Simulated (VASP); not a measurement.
Here is a VASP 6.6.1 calculation.

INCAR

```
PREC = Accurate
ENCUT = 520
EDIFF = 1E-6
ISMEAR = -1
SIGMA = 0.05
LREAL = F
LASPH = T
NELM = 150
ALGO = Normal
ISIF = 2
LWAVE = F
LCHARG = F
ISPIN = 2
MAGMOM = 2 2 0 0
LORBIT = 11
LMAXMIX = 4
NBANDS = 27
```

File KPOINTS:

```
regular mesh
0
Gamma
  10 10 5
```

The input POSCAR:

```
CoO
1.0
    3.2188228225      0.0000000000      0.0000000000
   -1.6094114113      2.7875823346      0.0000000000
    0.0000000000      0.0000000000      5.2633379358
Co O
2 2
Direct
    0.3333333333      0.6666666667      0.5033624100
    0.0000000000      0.0000000000      0.0034741400
    0.3333333333      0.6666666667      0.8715556000
    0.0000000000      0.0000000000      0.3716088500
```

Potentials or basis: VASP PAW LDA potentials, release 64 (Co, O).

Run with:

```console
$ cat potpaw_LDA.64/Co/POTCAR potpaw_LDA.64/O/POTCAR > POTCAR
$ mpirun -np 1 vasp_std > vasp.out
```

(1) Estimate the net moment.

(2) Predict the site moments.

Results:

(1) 5.49 μB per cell.

(2) Co +2.35; O +0.30 μB.

Caveat: the cell stands under tension.
